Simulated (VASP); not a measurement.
A run of VASP 6.6.1 is set up as follows.

The input INCAR:

```
  PREC = Accurate
  ENCUT = 520
  EDIFF = 1E-7
  ISMEAR = 1
  SIGMA = 0.3
  LREAL = False
  LASPH = True
  NELM = 80
  ALGO = Normal
  ISIF = 2
  LWAVE = False
  LCHARG = False
  GGA = PE
  NBANDS = 11
```

File KPOINTS:

```
regular mesh
0
Gamma
  15 15 15
```

The input POSCAR:

```
Ni
1.0
    0.0000000000      1.7572466680      1.7572466680
    1.7572466680      0.0000000000      1.7572466680
    1.7572466680      1.7572466680      0.0000000000
Ni
1
Direct
    0.0000000000      0.0000000000      0.0000000000
```

Potentials or basis: VASP PAW PBE potentials, release 64 (Ni).

Launch:

```bash
$ cat potpaw_PBE.64/Ni/POTCAR > POTCAR
$ mpirun -np 1 vasp_std > vasp.out
```

(1) What does it give for the band gap on the k mesh?

(2) What does it give for the pressure?

Results:

(1) zero (band 5 reaches 9.38 eV, above the bottom of band 6 at 8.43 eV).

(2) -0.5 GPa.

Caveat: the run has no spin polarisation, though such a crystal can be magnetic.
